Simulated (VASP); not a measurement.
A run of VASP 6.6.1 is set up as follows.

INCAR

```
SYSTEM = SiF
PREC = Accurate
ENCUT = 520
EDIFF = 1E-6
ISMEAR = -1
SIGMA = 0.05
LREAL = .False.
LASPH = .True.
NELM = 80
ALGO = Normal
ISIF = 2
LWAVE = .False.
LCHARG = .False.
GGA = PS
IVDW = 12
NBANDS = 12
```

KPOINTS

```
regular mesh
0
Gamma
  9 9 9
  0 0 0
```

File POSCAR:

```
SiF
1.0
    2.9802656092      0.0000000000      0.0000000000
    0.0000000000      2.9802656092      0.0000000000
    0.0000000000      0.0000000000      2.9802656092
Si F
1 1
Direct
    0.5000000000      0.5000000000      0.5000000000
    0.0000000000      0.0000000000      0.0000000000
```

Potentials or basis: VASP PAW PBE potentials, release 64 (Si, F).

The run is started by

```bash
$ cat potpaw_PBE.64/Si/POTCAR potpaw_PBE.64/F/POTCAR > POTCAR
$ mpirun -np 1 vasp_std > vasp.out
```

**Question.** Estimate the dispersion energy per atom.

**Answer.** -0.208 eV.

**Question.** Predict the pressure.

**Answer.** -0.3 GPa.

Caveat: three body term missing; the PAW data sets were made with another functional, which shifts forces and pressure a little; an odd number of electrons without spin polarisation forces a metal; a magnetic or distorted state may lie lower; pairwise dispersion overbinds metals, which lowers pressure and volume.
